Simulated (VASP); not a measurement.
Input of a VASP 6.6.1 run:

Contents of INCAR:

```
ALGO     = Normal         # electronic algorithm
EDIFF    = 1E-7           # SCF threshold, eV
ENCUT    = 520            # plane-wave cutoff, eV
GGA      = PE             # functional
ISIF     = 2              # what is computed and relaxed
ISMEAR   = 0              # smearing method
IVDW     = 12             # dispersion correction
LASPH    = True           # aspherical terms in the spheres
LCHARG   = True           # write CHGCAR
LELF     = True           # ELF
LREAL    = False          # projectors in reciprocal space
LVHAR    = True         
LWAVE    = False          # write WAVECAR
NBANDS   = 16             # bands
NELM     = 60             # most SCF steps
PREC     = Accurate       # precision mode
SIGMA    = 0.1            # smearing width, eV
```

The input KPOINTS:

```
k-points
0
Gamma
  12 12 12
```

File POSCAR:

```
InSb
1.0
    0.0000000000      3.2734251431      3.2734251431
    3.2734251431      0.0000000000      3.2734251431
    3.2734251431      3.2734251431      0.0000000000
In Sb
1 1
Direct
    0.0000000000      0.0000000000      0.0000000000
    0.7500000000      0.7500000000      0.7500000000
```

Potentials or basis: VASP PAW PBE potentials, release 64 (In_d, Sb).

Launch:

```bash
$ cat potpaw_PBE.64/In_d/POTCAR potpaw_PBE.64/Sb/POTCAR > POTCAR
$ mpirun -np 1 vasp_std > vasp.out
```

(1) Predict the pressure.

(2) Estimate the band gap on the k mesh.

## Answers

(1) -0.1 GPa.

(2) zero (filled and empty bands touch).

Caveat: spin-orbit coupling is left out, which moves the levels of the heavy elements; pairwise dispersion overbinds metals, which lowers pressure and volume.

**Measured values to compare with.**

“Electronic Structure and Epitaxy of CdTe Shells on InSb Nanowires”, 2021, arxiv:2111.05126 quotes, for a bulk crystal of InSb: band gap 0.24 eV.

A measured gap of InSb is 0.24 eV (quoted in “Electronic Structure and Epitaxy of CdTe Shells on InSb Nanowires”, 2021, arxiv:2111.05126); the calculated 0.00 eV misses it by -0.24 eV. Spin-orbit coupling on In, Sb is left out. The value is that of PBE+D3(BJ) on a finite k mesh, which can miss the band edges, without temperature or zero-point motion. Semilocal functionals fall short of measured gaps as a rule.
